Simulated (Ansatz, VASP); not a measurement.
## Ru in VASP and in Ansatz

INCAR

```
SYSTEM = Ru
  PREC = Accurate
  ENCUT = 500
  EDIFF = 1E-6
  ISMEAR = -1
  SIGMA = 0.04
  LREAL = .FALSE.
  LASPH = .TRUE.
  NELM = 120
  ALGO = Normal
  ISIF = 2
  LWAVE = .FALSE.
  LCHARG = .FALSE.
  GGA = PE
  NBANDS = 21
  GGA_COMPAT = .FALSE.
```

KPOINTS

```
Automatic mesh
0
G
  8 8 4
  0 0 0
```

The input POSCAR:

```
Ru
1.0
    2.7058000000      0.0000000000      0.0000000000
   -1.3529000000      2.3432915376      0.0000000000
    0.0000000000      0.0000000000      4.2819000000
Ru
2
Direct
    0.6666666667      0.3333333333      0.7500000000
    0.3333333333      0.6666666667      0.2500000000
```

input.yaml

```yaml
crystal:
  lattice:
    - [2.7058, 0.0, 0.0]
    - [-1.3529, 2.3432915376, 0.0]
    - [0.0, 0.0, 4.2819]
  atoms:
    - { symbol: Ru, position: [0.6666666667, 0.3333333333, 0.75] }
    - { symbol: Ru, position: [0.3333333333, 0.6666666667, 0.25] }
kpoints:
  mp_grid: { grid: [8, 8, 4] }
scf:
  occupations: { method: fermi_dirac, width: 0.04 }
hamiltonian:
  xc: pbe
  pseudopotentials: { kind: all_electron, lapw: { basis_error: 0.002 } }
output:
  forces: true
  stress: true
  eigenvalues: true
```

Alike in both runs: task single point; functional PBE; k mesh 8 × 8 × 4; occupations fermi-dirac, width 0.04 eV; no spin polarisation.

|  | VASP | Ansatz |
| --- | --- | --- |
| version | VASP 6.6.1 | Ansatz 0.2.0 |
| potentials or method | VASP PAW PBE potentials, release 64 (Ru_pv), cutoff 500 eV | all-electron LAPW, scalar-relativistic |

Ansatz gave:

- gap on the k mesh at the Fermi level (eV): none
- pressure (GPa): 4.3
- traceless stress, the component that is largest in VASP (GPa): -0.57

**Question.** Which values does VASP return?

**Answer.** gap on the k mesh at the Fermi level (eV): none; pressure (GPa): 4.3; traceless stress, the component that is largest in VASP (GPa): -0.54.

A gap of «none» marks a metal or a gap that the smearing closes. Ansatz ran all-electron here, and VASP with PAW potentials.

The k mesh is coarse, so the values compare programs but aren't converged.
